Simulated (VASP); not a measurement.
Wanted: the native input for a VASP 6.6.1 run.

```yaml
Task: single point
Functional: RPBE
Potentials_or_basis: VASP PAW PBE potentials, release 64 (Hf_pv, Si, O)
Cutoff: 520 eV
k_mesh: 5 × 5 × 5
Occupations: fermi-dirac, width 0.05 eV
Spin: no spin polarisation
Dipole_correction: no
Further_INCAR_settings: ALGO = Normal; EDIFF = 1e-07; NBANDS = 50
```

The structure of HfSiO4 lies in POSCAR:

```
HfSiO4
1.0
   -3.2862500000      3.2862500000      2.9816000000
    3.2862500000     -3.2862500000      2.9816000000
    3.2862500000      3.2862500000     -2.9816000000
Hf Si O
2 2 8
Direct
    0.0000000000      0.0000000000      0.0000000000
    0.7500000000      0.2500000000      0.5000000000
    0.5000000000      0.5000000000      0.0000000000
    0.2500000000      0.7500000000      0.5000000000
    0.6802000000      0.4957000000      0.8155000000
    0.2457000000      0.9302000000      0.3155000000
    0.6802000000      0.8647000000      0.1845000000
    0.6147000000      0.9302000000      0.6845000000
    0.0698000000      0.3853000000      0.3155000000
    0.5043000000      0.3198000000      0.1845000000
    0.0698000000      0.7543000000      0.6845000000
    0.1353000000      0.3198000000      0.8155000000
```

These files were run (other wordings do the same):

INCAR

```
SYSTEM = HfSiO4
  ALGO = Normal
  EDIFF = 1E-7
  ENCUT = 520
  GGA = RP
  ISIF = 2
  ISMEAR = -1
  LASPH = .TRUE.
  LCHARG = .TRUE.
  LELF = .TRUE.
  LREAL = .FALSE.
  LVHAR = .TRUE.
  LWAVE = .FALSE.
  NBANDS = 50
  NELM = 100
  PREC = Accurate
  SIGMA = 0.05
```

KPOINTS

```
k-points
0
G
  5 5 5
  0 0 0
```

Potentials or basis: VASP PAW PBE potentials, release 64 (Hf_pv, Si, O).

Launch:

```bash
$ cat potpaw_PBE.64/Hf_pv/POTCAR potpaw_PBE.64/Si/POTCAR potpaw_PBE.64/O/POTCAR > POTCAR
$ mpirun -np 1 vasp_std > vasp.out
```

Results of the run:

```
Pressure               : 10.3 GPa
Largest force          : 0.514 eV/Å
Band gap on the k mesh : 5.47 eV (least direct gap 5.85 eV)
```

Caveat: the cell stands under pressure; the PAW data sets were made with another functional, which shifts forces and pressure a little; spin-orbit coupling is left out, which moves the levels of the heavy elements; an odd mesh through Γ misses points on the zone boundary, where band edges can lie.

Wall time 73 s on 1 thread of Intel(R) Xeon(R) 6975P-C (Granite Rapids), with other jobs on the host, peak memory 0.31 GiB.
